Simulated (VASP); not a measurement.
# SrTiO3 (P1) in VASP: single point with r2SCAN

Aim: the single point of SrTiO3 with r2SCAN.

Program: VASP 6.6.1. These are calculated values, not measurements. Logs are shortened: lines on timing, memory, paths and dates and some standing lists are left out, and cuts for length are marked.

## Step 1: The cell of the first run

The typed cell holds 5 atoms: a = 3.909 Å, b = 3.911 Å, c = 3.907 Å, α = 89.98°, β = 90.02°, γ = 90.04°.

## Step 2: Single point, r2SCAN, collinear spin, zero start

POSCAR reads:

```
SrTiO3
1.0
    3.9093707860     -0.0012691716     -0.0008017434
   -0.0012529735      3.9109675408      0.0008631162
   -0.0007190615      0.0007635911      3.9071299495
Sr Ti O
1 1 3
Direct
   -0.0171509177      0.9914978945      0.9981570707
    0.4849504937      0.4891578620      0.4966295725
    0.9746854063      0.5006876069      0.5038341358
    0.4748645819      1.0008435970      0.5037856302
    0.4747054358      0.5007520396      0.0038915908
```

INCAR.step1 reads:

```
SYSTEM = SrTiO3
ALGO = Normal
EDIFF = 1E-4
ENCUT = 520
GGA = PE
ISMEAR = -1
ISPIN = 2
LASPH = .TRUE.
LCHARG = .FALSE.
LMAXMIX = 4
LREAL = .FALSE.
LWAVE = .TRUE.
MAGMOM = 0 0 0 0 0
NBANDS = 32
NELM = 150
PREC = Accurate
SIGMA = 0.1
```

INCAR.step2 reads:

```
SYSTEM = SrTiO3
ALGO = Normal
EDIFF = 1E-6
ENCUT = 520
ISIF = 2
ISMEAR = -1
ISPIN = 2
ISTART = 1
LASPH = .TRUE.
LCHARG = .FALSE.
LMAXMIX = 4
LMIXTAU = .TRUE.
LORBIT = 11
LREAL = .FALSE.
LWAVE = .FALSE.
MAGMOM = 0 0 0 0 0
METAGGA = R2SCAN
NBANDS = 32
NELM = 150
PREC = Accurate
SIGMA = 0.1
```

KPOINTS reads:

```
Automatic mesh
0
Gamma
  5 5 5
  0.5 0.5 0.5
```

Potentials or basis: VASP PAW PBE potentials, release 64 (Sr_sv, Ti_sv, O).

Launch:

```bash
> cat potpaw_PBE.64/Sr_sv/POTCAR potpaw_PBE.64/Ti_sv/POTCAR potpaw_PBE.64/O/POTCAR > POTCAR
> cp INCAR.step1 INCAR
> mpirun -np 1 vasp_std > vasp.out
> cp INCAR.step2 INCAR
> mpirun -np 1 vasp_std > vasp.out
```

OUTCAR:

```text
SYSTEM = SrTiO3
   EDIFF = 1E-6
   ENCUT = 520
   ISIF = 2
   ISMEAR = -1
   ISPIN = 2
   ISTART = 1
   LASPH = .TRUE.
   LORBIT = 11
   LREAL = .FALSE.
   METAGGA = R2SCAN
   NELM = 150
   PREC = Accurate

 ion  position               nearest neighbor table
   1  0.983  0.991  0.998-   5 2.72   3 2.72   4 2.73   3 2.75   4 2.76   5 2.76   5 2.77   4 2.77
                             3 2.77   4 2.80   3 2.81   5 2.81   2 3.37   2 3.38   2 3.38   2 3.38
   2  0.485  0.489  0.497-   4 1.91   3 1.92   5 1.93   5 1.98   3 2.00   4 2.00   1 3.37   1 3.38
                             1 3.38   1 3.38   1 3.39   1 3.39   1 3.39   1 3.40
   3  0.975  0.501  0.504-   2 1.92   2 2.00   1 2.72   1 2.75   1 2.77   1 2.81
   4  0.475  0.001  0.504-   2 1.91   2 2.00   1 2.73   1 2.76   1 2.77   1 2.80
   5  0.475  0.501  0.004-   2 1.93   2 1.98   1 2.72   1 2.76   1 2.77   1 2.81

  LATTYP: Found a triclinic cell.
 ALAT       =     3.9109678368
 B/A-ratio  =     1.4134687832
 C/A-ratio  =     0.9990187221
 COS(alpha) =     0.0000192153
 COS(beta)  =     0.0004161854
 COS(gamma) =     0.7070231810

  Lattice vectors:

 A1 = (   0.0012529735,  -3.9109675408,  -0.0008631162)
 A2 = (  -3.9081178125,  -3.9096983692,  -0.0000613728)
 A3 = (   0.0007190615,  -0.0007635911,  -3.9071299495)

Analysis of symmetry for initial positions (statically):
=====================================================================
 Subroutine PRICEL returns:
 Original cell was already a primitive cell.

 Routine SETGRP: Setting up the symmetry group for a
 triclinic supercell.

 Subroutine GETGRP returns: Found  1 space group operations
 (whereof  1 operations were pure point group operations)
 out of a pool of  2 trial point group operations.

The static configuration has the point symmetry C_1 .

Analysis of symmetry for dynamics (positions and initial velocities):
=====================================================================
 Subroutine PRICEL returns:
 Original cell was already a primitive cell.

 Routine SETGRP: Setting up the symmetry group for a
 triclinic supercell.

 Subroutine GETGRP returns: Found  1 space group operations
 (whereof  1 operations were pure point group operations)
 out of a pool of  2 trial point group operations.

The dynamic configuration has the point symmetry C_1 .

Analysis of structural, dynamic, and magnetic symmetry:
=====================================================================
 Subroutine PRICEL returns:
 Original cell was already a primitive cell.

 Routine SETGRP: Setting up the symmetry group for a
 triclinic supercell.

 Subroutine GETGRP returns: Found  1 space group operations
 (whereof  1 operations were pure point group operations)
 out of a pool of  2 trial point group operations.

The overall configuration has the point symmetry C_1 .

 Subroutine INISYM returns: Found  1 space group operations
 (whereof  1 operations are pure point group operations),
 and found     1 'primitive' translations

----------------------------------------------------------------------------------------

                                     Primitive cell

  volume of cell :      59.7377

  direct lattice vectors                    reciprocal lattice vectors
     3.909370786 -0.001269172 -0.000801743     0.255795676  0.000081940  0.000047060
    -0.001252974  3.910967541  0.000863116     0.000083000  0.255691242 -0.000049956
    -0.000719061  0.000763591  3.907129949     0.000052471 -0.000056467  0.255942365

  length of vectors
     3.909371074  3.910967837  3.907130090     0.255795693  0.255691260  0.255942377

  position of ions in fractional coordinates (direct lattice)
     0.982849082  0.991497895  0.998157071
     0.484950494  0.489157862  0.496629572
     0.974685406  0.500687607  0.503834136
     0.474864582  0.000843597  0.503785630
     0.474705436  0.500752040  0.003891591

  ion indices of the primitive-cell ions
   primitive index   ion index
                 1           1
                 2           2
                 3           3
[... 22 lines left out ...]
     0.500000000  0.500000000  0.500000000

 Subroutine IBZKPT returns following result:
 ===========================================

 Found     63 irreducible k-points:

 Following reciprocal coordinates:
            Coordinates               Weight
  0.100000  0.100000  0.100000      2.000000
  0.300000  0.100000  0.100000      2.000000
  0.500000  0.100000  0.100000      2.000000
 -0.300000  0.100000  0.100000      2.000000
 -0.100000  0.100000  0.100000      2.000000
  0.100000  0.300000  0.100000      2.000000
[... 16 lines left out ...]
  0.500000 -0.100000  0.100000      2.000000
 -0.300000 -0.100000  0.100000      2.000000
 [... further k-points ...]
   k-points           NKPTS =     63   k-points in BZ     NKDIM =     63   number of bands    NBANDS=     32
   number of dos      NEDOS =    301   number of ions     NIONS =      5
   total plane-waves  NPLWV =  27000
   dimension x,y,z NGX =    30 NGY =   30 NGZ =   30
   dimension x,y,z NGXF=    60 NGYF=   60 NGZF=   60
   ions per type =               1   1   3
   NGX,Y,Z   is equivalent  to a cutoff of  12.76, 12.75, 12.76 a.u.
   NGXF,Y,Z  is equivalent  to a cutoff of  25.51, 25.50, 25.53 a.u.
 SYSTEM =  SrTiO3
   PREC   = accura    normal or accurate (medium, high low for compatibility)
   ISTART =      1    job   : 0-new  1-cont  2-samecut
   ICHARG =      0    charge: 1-file 2-atom 10-const
   ISPIN  =      2    spin polarized calculation?
   LNONCOLLINEAR =      F non collinear calculations
   LSORBIT =      F    spin-orbit coupling
   LASPH  =      T    aspherical Exc in radial PAW
   ENCUT  =  520.0 eV  38.22 Ry    6.18 a.u.   7.27  7.27  7.26*2*pi/ulx,y,z
   NELM   =    150;   NELMIN=  2; NELMDL=  0     # of ELM steps
   EDIFF  = 0.1E-05   stopping-criterion for ELM
   LREAL  =      F    real-space projection
   EDIFFG = 0.1E-04   stopping-criterion for IOM
   NSW    =      0    number of steps for IOM
   IBRION =     -1    ionic relax: 0-MD 1-quasi-New 2-CG
   NFREE  =      0    steps in history (QN), initial steepest desc. (CG)
   ISIF   =      2    stress and relaxation
   ISYM   =      2    0-nonsym 1-usesym 2-fastsym
   POTIM  = 0.5000    time-step for ionic-motion
   TEBEG  =    0.0;   TEEND  =   0.0 temperature during run
   PSTRESS=    0.0 pullay stress
   NELECT =      40.0000    total number of electrons
   NUPDOWN=      -1.0000    fix difference up-down
   EMIN   =  10.00;   EMAX   =-10.00  energy-range for DOS
   EFERMI =   0.00;   METHOD = LEGACY
   ISMEAR =    -1;   SIGMA  =   0.10  broadening in eV -4-tet -1-fermi 0-gaus
   EFERMI_NEDOS =   21; number of points for ismear=-14 and -15
   IALGO  =     38    algorithm
   IMIX   =      4    mixing-type and parameters
     AMIX     =   0.40;   BMIX     =  1.00
     AMIX_MAG =   1.60;   BMIX_MAG =  1.00
  volume/ion in A,a.u.               =      11.95        80.63
  Fermi-wavevector in a.u.,A,eV,Ry     =   1.432227  2.706517 27.909282  2.051274
  Thomas-Fermi vector in A             =   2.551878
   LORBIT       =     11    0 simple, 1 ext, 2 COOP (PROOUT), +10 PAW based schemes
   METAGGA = R2SCAN    functional components
   LHFCALC =     F    Hartree Fock is set to
   AEXX    =    0.0000 exact exchange contribution
   IVDW    =     0    specifies the selected vdW correction
   LEPSILON=     F    determine dielectric tensor
   LRPA    =     F    only Hartree local field effects (RPA)
 spin polarized calculation
  energy-cutoff  :      520.00
  volume of cell :       59.74
 maximum number of plane-waves:      1640
 NGX is ok and might be reduce to    30
   NGX = 15   NGY = 15   NGZ = 15

 number of electron      40.0000003 magnetization      -0.0000000

 number of electron      40.0000003 magnetization       0.0000000

 Free energy of the ion-electron system (eV)
  ---------------------------------------------------
  ext. energy  EPLUGINS =         0.00000000
  ---------------------------------------------------
  free energy    TOTEN  =       -63.33084899 eV

  energy without entropy =      -63.33084782  energy(sigma->0) =      -63.33084840

 E-fermi :   5.1158     XC(G=0): -11.9145

 val. band max:        3.8165648314   @ k =   0.5000   0.5000   0.5000
 cond. band min:       6.4874839384   @ k =  -0.1000  -0.1000   0.1000
 fundamental gap:      2.6709191070
 Fermi energy:         5.1158025847

 spin component 1

 k-point     1 :       0.1000    0.1000    0.1000
  band No.  band energies     occupation
      1     -54.8287      1.00000
      2     -30.0999      1.00000
      3     -30.0362      1.00000
      4     -30.0348      1.00000
      5     -29.9885      1.00000
      6     -14.5577      1.00000
[... 829 lines left out ...]
     31      13.9361      0.00000
     32      19.1705      0.00000

 [... further k-points ...]

 spin component 2

 k-point     1 :       0.1000    0.1000    0.1000
  band No.  band energies     occupation
      1     -54.8287      1.00000
      2     -30.0999      1.00000
      3     -30.0362      1.00000
      4     -30.0348      1.00000
      5     -29.9885      1.00000
      6     -14.5577      1.00000
[... 829 lines left out ...]
     31      13.9361      0.00000
     32      19.1705      0.00000

 [... further k-points ...]
[... 5 lines left out ...]
  --------------------------------------------------------------------------------------
  -------------------------------------------------------------------------------------
  Total        0.3481558      0.3512989      0.3400763      0.0045409     -0.0009174      0.0031128
  in kB        9.3376013      9.4218997      9.1209077      0.1217869     -0.0246037      0.0834851
  external PRESSURE =       9.2934696 kB  Pullay stress =       0.0000000 kB

 VOLUME and BASIS-vectors are now :
 -----------------------------------------------------------------------------
  energy-cutoff  :      520.00
  volume of cell :       59.74
      direct lattice vectors                 reciprocal lattice vectors
     3.909370786 -0.001269172 -0.000801743     0.255795676  0.000081940  0.000047060
    -0.001252974  3.910967541  0.000863116     0.000083000  0.255691242 -0.000049956
    -0.000719061  0.000763591  3.907129949     0.000052471 -0.000056467  0.255942365

 POSITION                                       TOTAL-FORCE (eV/Angst)
 -----------------------------------------------------------------------------------
      3.84036      3.87723      3.90000        -0.005231      0.000604      0.001177
      1.89488      1.91284      1.94043        -0.036515      0.050836      0.028761
      3.80942      1.95732      1.96820         0.042466     -0.004483     -0.001612
      1.85606      0.00308      1.96798        -0.001871     -0.043109     -0.000695
      1.85517      1.95783      0.01526         0.001150     -0.003847     -0.027631
 -----------------------------------------------------------------------------------
    total drift:                                0.009380      0.006277      0.001465

  FREE ENERGIE OF THE ION-ELECTRON SYSTEM (eV)
  ---------------------------------------------------
  free  energy   TOTEN  =       -63.3308489893 eV

  energy  without entropy=      -63.3308478179  energy(sigma->0) =      -63.33084840

 total charge

# of ion       s       p       d       tot
------------------------------------------
    1        1.998   5.884   0.185   8.067
    2        2.227   6.318   1.698  10.243
    3        1.568   3.523   0.000   5.091
    4        1.568   3.522   0.000   5.091
    5        1.568   3.523   0.000   5.091
--------------------------------------------------
tot          8.930  22.770   1.883  33.583

 magnetization (x)

# of ion       s       p       d       tot
------------------------------------------
    1        0.000   0.000  -0.000   0.000
    2       -0.000  -0.000  -0.000  -0.000
    3        0.000   0.000   0.000   0.000
    4        0.000   0.000   0.000   0.000
    5        0.000   0.000   0.000   0.000
--------------------------------------------------
tot          0.000   0.000  -0.000   0.000
```

It took 17 min on 1 thread of Oxide Virtual Turin-like, shared host; peak memory 0.3 GiB.

Results:

- Free energy: -63.3308 eV
- Pressure: 0.9 GPa
- Largest force: 0.069 eV/Å
- Band gap on the k mesh: 2.67 eV, indirect (least direct gap 3.33 eV)
- Net moment: 0.00 μB per cell
- Valence electrons inside the program's atomic spheres: Sr 8.07; Ti 10.24; O 5.09

Forces on the atoms (eV/Å):
```
Sr  -0.005  0.001  0.001
Ti  -0.037  0.051  0.029
O    0.042 -0.004 -0.002
O   -0.002 -0.043 -0.001
O    0.001 -0.004 -0.028
```

Caveat: the PAW data sets were made with another functional, which shifts forces and pressure a little. r2SCAN opens gaps a little over a GGA but as a rule still falls short of measured ones.
